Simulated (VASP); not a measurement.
# CdTe (Fm-3m) in VASP: settings compared

Aim: see how the results for CdTe move with the level of theory and the settings. Levels: PBE, r2SCAN. Tasks: single point, relaxation of cell and atoms.

Program: VASP 6.6.1. These are calculated values, not measurements. Logs are shortened: lines on timing, memory, paths and dates and some standing lists are left out, and cuts for length are marked.

## (1) The cell of the first run

The structure is cubic, space group Fm-3m (No. 225). Conventional cell: a = 6.131 Å, b = 6.131 Å, c = 6.131 Å, α = 90.00°, β = 90.00°, γ = 90.00°. Within 4.0 Å of Cd (site symmetry m-3m) lie 6 Te at 3.07 Å. Te (site symmetry m-3m) has 6 Cd at 3.07 Å within 4.0 Å.

## (2) Single point, PBE

Input file INCAR:

```
  ALGO = Normal
  EDIFF = 1E-6
  ENCUT = 520
  GGA = PE
  ISIF = 2
  ISMEAR = -1
  LASPH = T
  LCHARG = F
  LREAL = F
  LWAVE = F
  NBANDS = 16
  NELM = 100
  PREC = Accurate
  SIGMA = 0.02
```

Input file KPOINTS:

```
k-points
0
Gamma
  6 6 6
```

Input file POSCAR:

```
CdTe
1.0
    0.0000000000      3.0655636787      3.0655636787
    3.0655636787      0.0000000000      3.0655636787
    3.0655636787      3.0655636787      0.0000000000
Cd Te
1 1
Direct
    0.0000000000      0.0000000000      0.0000000000
    0.5000000000      0.5000000000      0.5000000000
```

Potentials or basis: VASP PAW PBE potentials, release 64 (Cd, Te).

The run is started by

```sh
$ cat potpaw_PBE.64/Cd/POTCAR potpaw_PBE.64/Te/POTCAR > POTCAR
$ mpirun -np 1 vasp_std > vasp.out
```

OUTCAR:

```text
EDIFF = 1E-6
   ENCUT = 520
   GGA = PE
   ISIF = 2
   ISMEAR = -1
   LASPH = T
   LREAL = F
   NELM = 100
   PREC = Accurate

 ion  position               nearest neighbor table
   1  0.000  0.000  0.000-   2 3.07   2 3.07   2 3.07   2 3.07   2 3.07   2 3.07
   2  0.500  0.500  0.500-   1 3.07   1 3.07   1 3.07   1 3.07   1 3.07   1 3.07

  LATTYP: Found a face centered cubic cell.
 ALAT       =     6.1311273574

  Lattice vectors:

 A1 = (   0.0000000000,   3.0655636787,   3.0655636787)
 A2 = (   3.0655636787,   0.0000000000,   3.0655636787)
 A3 = (   3.0655636787,   3.0655636787,   0.0000000000)

Analysis of symmetry for initial positions (statically):
=====================================================================
 Subroutine PRICEL returns:
 Original cell was already a primitive cell.

 Routine SETGRP: Setting up the symmetry group for a
 face centered cubic supercell.

 Subroutine GETGRP returns: Found 48 space group operations
 (whereof 48 operations were pure point group operations)
 out of a pool of 48 trial point group operations.

The static configuration has the point symmetry O_h .

Analysis of symmetry for dynamics (positions and initial velocities):
=====================================================================
 Subroutine PRICEL returns:
 Original cell was already a primitive cell.

 Routine SETGRP: Setting up the symmetry group for a
 face centered cubic supercell.

 Subroutine GETGRP returns: Found 48 space group operations
 (whereof 48 operations were pure point group operations)
 out of a pool of 48 trial point group operations.

The dynamic configuration has the point symmetry O_h .

 Subroutine INISYM returns: Found 48 space group operations
 (whereof 48 operations are pure point group operations),
 and found     1 'primitive' translations

----------------------------------------------------------------------------------------

                                     Primitive cell

  volume of cell :      57.6184

  direct lattice vectors                    reciprocal lattice vectors
[... 70 lines left out ...]
   ISTART =      0    job   : 0-new  1-cont  2-samecut
   ICHARG =      2    charge: 1-file 2-atom 10-const
   ISPIN  =      1    spin polarized calculation?
   LNONCOLLINEAR =      F non collinear calculations
   LSORBIT =      F    spin-orbit coupling
   LASPH  =      T    aspherical Exc in radial PAW
   ENCUT  =  520.0 eV  38.22 Ry    6.18 a.u.   8.06  8.06  8.06*2*pi/ulx,y,z
   NELM   =    100;   NELMIN=  2; NELMDL= -5     # of ELM steps
   EDIFF  = 0.1E-05   stopping-criterion for ELM
   LREAL  =      F    real-space projection
   EDIFFG = 0.1E-04   stopping-criterion for IOM
   NSW    =      0    number of steps for IOM
   IBRION =     -1    ionic relax: 0-MD 1-quasi-New 2-CG
   NFREE  =      0    steps in history (QN), initial steepest desc. (CG)
   ISIF   =      2    stress and relaxation
   ISYM   =      2    0-nonsym 1-usesym 2-fastsym
   POTIM  = 0.5000    time-step for ionic-motion
   TEBEG  =    0.0;   TEEND  =   0.0 temperature during run
   PSTRESS=    0.0 pullay stress
   NELECT =      18.0000    total number of electrons
   NUPDOWN=      -1.0000    fix difference up-down
   EMIN   =  10.00;   EMAX   =-10.00  energy-range for DOS
   EFERMI =   0.00;   METHOD = LEGACY
   ISMEAR =    -1;   SIGMA  =   0.02  broadening in eV -4-tet -1-fermi 0-gaus
   EFERMI_NEDOS =   21; number of points for ismear=-14 and -15
   IALGO  =     38    algorithm
   IMIX   =      4    mixing-type and parameters
     AMIX     =   0.40;   BMIX     =  1.00
     AMIX_MAG =   1.60;   BMIX_MAG =  1.00
  volume/ion in A,a.u.               =      28.81       194.41
  Fermi-wavevector in a.u.,A,eV,Ry     =   1.110824  2.099153 16.788642  1.233930
  Thomas-Fermi vector in A             =   2.247380
   LORBIT       =      0    0 simple, 1 ext, 2 COOP (PROOUT), +10 PAW based schemes
   GGA     = PE    functional components
   LHFCALC =     F    Hartree Fock is set to
   AEXX    =    0.0000 exact exchange contribution
   IVDW    =     0    specifies the selected vdW correction
   LEPSILON=     F    determine dielectric tensor
   LRPA    =     F    only Hartree local field effects (RPA)
 non-spin polarized calculation
  energy-cutoff  :      520.00
  volume of cell :       57.62
 maximum number of plane-waves:      1572
   NGX = 17   NGY = 17   NGZ = 17

 number of electron      18.0000007 magnetization

 Free energy of the ion-electron system (eV)
  ---------------------------------------------------
  ext. energy  EPLUGINS =         0.00000000
  ---------------------------------------------------
  free energy    TOTEN  =        -4.42409810 eV

  energy without entropy =       -4.42169344  energy(sigma->0) =       -4.42289577

 E-fermi :   3.8894     XC(G=0):  -9.6534

 val. band max:        3.8838418722   @ k =   0.3333   0.3333   0.0000
 cond. band min:       3.8918830585   @ k =  -0.1667   0.1667   0.0000
 fundamental gap:      0.0080411863
 Fermi energy:         3.8894275567

 k-point     1 :       0.0000    0.0000    0.0000
  band No.  band energies     occupation
      1      -7.6773      2.00000
      2      -4.4918      2.00000
      3      -4.4918      2.00000
      4      -4.4540      2.00000
      5      -4.4540      2.00000
      6      -4.4540      2.00000
[... 281 lines left out ...]
      3      -4.4829      2.00000
      4      -4.3953      2.00000
      5      -4.3377      2.00000
      6      -3.8048      2.00000
[... 8 lines left out ...]
     15      14.9996      0.00000
     16      16.8040      0.00000

------------------------ aborting loop because EDIFF is reached ----------------------------------------

  FORCE on cell =-STRESS in cart. coord.  units (eV):
  Direction    XX          YY          ZZ          XY          YZ          ZX
  --------------------------------------------------------------------------------------
  -------------------------------------------------------------------------------------
  Total        0.0434295      0.0434295      0.0434295      0.0000000      0.0000000     -0.0000000
  in kB        1.2076302      1.2076302      1.2076302      0.0000000      0.0000000     -0.0000000
  external PRESSURE =       1.2076302 kB  Pullay stress =       0.0000000 kB

 VOLUME and BASIS-vectors are now :
 -----------------------------------------------------------------------------
  energy-cutoff  :      520.00
  volume of cell :       57.62
      direct lattice vectors                 reciprocal lattice vectors
     0.000000000  3.065563679  3.065563679    -0.163102141  0.163102141  0.163102141
     3.065563679  0.000000000  3.065563679     0.163102141 -0.163102141  0.163102141
     3.065563679  3.065563679  0.000000000     0.163102141  0.163102141 -0.163102141

 POSITION                                       TOTAL-FORCE (eV/Angst)
 -----------------------------------------------------------------------------------
      0.00000      0.00000      0.00000        -0.000000      0.000000     -0.000000
      3.06556      3.06556      3.06556         0.000000     -0.000000      0.000000
 -----------------------------------------------------------------------------------
    total drift:                                0.000000     -0.000000     -0.000000

  FREE ENERGIE OF THE ION-ELECTRON SYSTEM (eV)
  ---------------------------------------------------
  free  energy   TOTEN  =        -4.4240980978 eV

  energy  without entropy=       -4.4216934408  energy(sigma->0) =       -4.42289577
```

OSZICAR:

```text
N       E                     dE             d eps       ncg     rms          rms(c)
DAV:   1     0.996235283597E+02    0.99624E+02   -0.85230E+03   512   0.100E+03
DAV:   2    -0.141541301798E+01   -0.10104E+03   -0.95580E+02   616   0.241E+02
DAV:   3    -0.468568417032E+01   -0.32703E+01   -0.32660E+01   640   0.442E+01
DAV:   4    -0.470776526276E+01   -0.22081E-01   -0.22080E-01   672   0.333E+00
DAV:   5    -0.470810624066E+01   -0.34098E-03   -0.34098E-03   664   0.336E-01    0.531E+00
DAV:   6    -0.444490089446E+01    0.26321E+00   -0.40978E-01   568   0.728E+00    0.447E+00
DAV:   7    -0.442435447581E+01    0.20546E-01   -0.10137E-01   584   0.217E+00    0.170E+00
DAV:   8    -0.442438311311E+01   -0.28637E-04   -0.13943E-02   536   0.138E+00    0.485E-01
DAV:   9    -0.442432715896E+01    0.55954E-04   -0.28833E-03   584   0.612E-01    0.108E-01
DAV:  10    -0.442408537927E+01    0.24178E-03   -0.44812E-04   592   0.237E-01    0.554E-02
DAV:  11    -0.442409536485E+01   -0.99856E-05   -0.70767E-05   616   0.522E-02    0.217E-02
DAV:  12    -0.442411853811E+01   -0.23173E-04   -0.69538E-05   528   0.557E-02    0.253E-02
DAV:  13    -0.442409787840E+01    0.20660E-04   -0.32739E-05   520   0.419E-02    0.246E-03
DAV:  14    -0.442409809783E+01   -0.21943E-06   -0.19871E-06   624   0.888E-03
   1 F= -.44240981E+01 E0= -.44228958E+01  d E =-.240466E-02
```

stdout:

```text
POSCAR found type information on POSCAR CdTe
 POSCAR found :  2 types and       2 ions
 scaLAPACK will be used
 LDA part: xc-table for (Slater+PW92), standard interpolation
 POSCAR, INCAR and KPOINTS ok, starting setup
 FFT: planning ... GRIDC
 FFT: planning ... GRID_SOFT
 FFT: planning ... GRID
 WAVECAR not read
 entering main loop
```

Run time: 20 s. Hardware: 1 thread of Intel Xeon 8259CL, shared host; peak memory 0.18 GiB.

Results:

* Free energy: -4.4241 eV
* Pressure: 0.1 GPa
* Band gap on the k mesh: zero (band 9 reaches 3.89 eV, above the bottom of band 10 at 2.54 eV)

Levels at points of the mesh, in eV from the Fermi level:
```csv
k point,band 7,band 8,band 9,band 10,band 11,band 12
"(0.00, 0.00, 0.00)",-0.50,-0.50,-0.50,0.20,7.03,7.03
"(0.50, 0.00, 0.00)",-5.15,-0.09,-0.09,2.66,3.93,3.93
"(0.50, 0.50, 0.00)",-4.07,-2.08,-2.08,-1.35,4.22,9.02
```

Caveat: spin-orbit coupling is left out, which moves the levels of the heavy elements.

## (3) Single point, r2SCAN

This run uses another cell than the first one, of 28.22 Å³/atom, 0.979 times its volume.

Input file POSCAR:

```
CdTe
1.0
    0.0000000000      3.0443558485      3.0443558485
    3.0443558485      0.0000000000      3.0443558485
    3.0443558485      3.0443558485      0.0000000000
Cd Te
1 1
Direct
    0.0000000000      0.0000000000      0.0000000000
    0.5000000000      0.5000000000      0.5000000000
```

Input file INCAR.step1:

```
SYSTEM = CdTe
PREC = Accurate
ENCUT = 520
ISMEAR = -1
SIGMA = 0.02
LREAL = .False.
LASPH = .True.
NELM = 80
NBANDS = 16
GGA = PE
ALGO = Normal
EDIFF = 1E-4
LWAVE = .True.
LCHARG = .False.
```

Input file INCAR.step2:

```
SYSTEM = CdTe
PREC = Accurate
ENCUT = 520
EDIFF = 1E-6
ISMEAR = -1
SIGMA = 0.02
LREAL = .False.
LASPH = .True.
NELM = 80
ALGO = Normal
ISIF = 2
LWAVE = .False.
LCHARG = .False.
METAGGA = R2SCAN
LMIXTAU = .True.
NBANDS = 16
ISTART = 1
```

Input file KPOINTS:

```
Automatic mesh
0
Gamma
  6 6 6
  0 0 0
```

Potentials or basis: VASP PAW PBE potentials, release 64 (Cd, Te).

The run is started by

```sh
$ cat potpaw_PBE.64/Cd/POTCAR potpaw_PBE.64/Te/POTCAR > POTCAR
$ cp INCAR.step1 INCAR
$ mpirun -np 1 vasp_std > vasp.out
$ cp INCAR.step2 INCAR
$ mpirun -np 1 vasp_std > vasp.out
```

Wall time 85 s (1 thread of Intel Xeon 8259CL, shared host); peak memory 0.19 GiB.

Results (log left out):

```yaml
Free_energy: -46.2923 eV
Pressure: 0.2 GPa
Band_gap_on_the_k_mesh: zero (band 9 reaches 3.90 eV, above the bottom of band 10 at 2.85 eV)
```

Levels at points of the mesh, in eV from the Fermi level:
| k point | band 6 | band 7 | band 8 | band 9 | band 10 | band 11 | band 12 | band 13 |
| --- | --- | --- | --- | --- | --- | --- | --- | --- |
| (0.00, 0.00, 0.00) | -8.75 | -0.55 | -0.55 | -0.55 | 0.87 | 7.46 | 7.46 | 7.46 |
| (0.50, 0.00, 0.00) | -8.66 | -5.36 | -0.12 | -0.12 | 3.15 | 4.30 | 4.30 | 5.19 |
| (0.50, 0.50, 0.00) | -7.86 | -4.30 | -2.22 | -2.22 | -1.07 | 4.51 | 9.89 | 9.89 |

Caveat: the PAW data sets were made with another functional, which shifts forces and pressure a little; spin-orbit coupling is left out, which moves the levels of the heavy elements.

## (4) Relaxation of cell and atoms, PBE

This run uses another cell than the first one, of 26.41 Å³/atom, 0.917 times its volume.

Input file INCAR:

```
PREC = Accurate ; ENCUT = 600
EDIFF = 1E-7 ; ISMEAR = -1
SIGMA = 0.02 ; LREAL = F
LASPH = T ; NELM = 80
ALGO = Normal ; ISIF = 3
LWAVE = F ; LCHARG = F
GGA = PE ; IBRION = 2
NSW = 80 ; EDIFFG = -0.005
```

Input file KPOINTS:

```
Automatic mesh
0
Gamma
  6 6 6
```

Input file POSCAR:

```
CdTe
1.0
    0.0000000000      2.9779170000      2.9779170000
    2.9779170000      0.0000000000      2.9779170000
    2.9779170000      2.9779170000      0.0000000000
Cd Te
1 1
Direct
    0.0000000000      0.0000000000      0.0000000000
    0.5000000000      0.5000000000      0.5000000000
```

The run is started by

```sh
$ cat potpaw_PBE.64/Cd/POTCAR potpaw_PBE.64/Te/POTCAR > POTCAR
$ mpirun -np 1 vasp_std > vasp.out
```

It took 83 s on 1 thread of Intel Xeon 8259CL, shared host; peak memory 0.21 GiB.

It converged, with:

- Free energy: -4.4225 eV
- Relaxed volume: 28.85 Å³/atom
- Relaxed cell: a = 4.338 Å, b = 4.338 Å, c = 4.338 Å, α = 60.00°, β = 60.00°, γ = 60.00°
- Space group after relaxing (to 0.05 Å): Fm-3m (No. 225)
- Energy gained by relaxing: 35.6 meV/atom
- Ionic steps: 3
- Pressure after relaxing: 0.0 GPa
- Band gap on the k mesh: zero (band 9 reaches 3.88 eV, above the bottom of band 10 at 2.52 eV)

Step by step:
| step | energy change (eV) | largest force (eV/Å) | pressure (GPa) | volume (Å³) |
| --- | --- | --- | --- | --- |
| 1 | 0.0000 | 0.0000 | 5.09 | 52.82 |
| 2 | -0.0640 | 0.0000 | -1.26 | 59.49 |
| 3 | -0.0712 | 0.0000 | 0.02 | 57.71 |

Final structure:
```
Cd Te
1.0
     0.00000    3.06711    3.06711
     3.06711    0.00000    3.06711
     3.06711    3.06711    0.00000
Cd Te
1 1
Direct
  0.00000 0.00000 0.00000
  0.50000 0.50000 0.50000
```

Levels at points of the mesh, in eV from the Fermi level:
| k point | band 7 | band 8 | band 9 | band 10 | band 11 | band 12 |
| --- | --- | --- | --- | --- | --- | --- |
| (0.00, 0.00, 0.00) | -0.50 | -0.50 | -0.50 | 0.19 | 7.03 | 7.03 |
| (0.50, 0.00, 0.00) | -5.14 | -0.09 | -0.09 | 2.66 | 3.93 | 3.93 |
| (0.50, 0.50, 0.00) | -4.06 | -2.07 | -2.07 | -1.35 | 4.22 | 9.01 |

Caveat: spin-orbit coupling is left out, which moves the levels of the heavy elements.

[end of part 1 of 2]
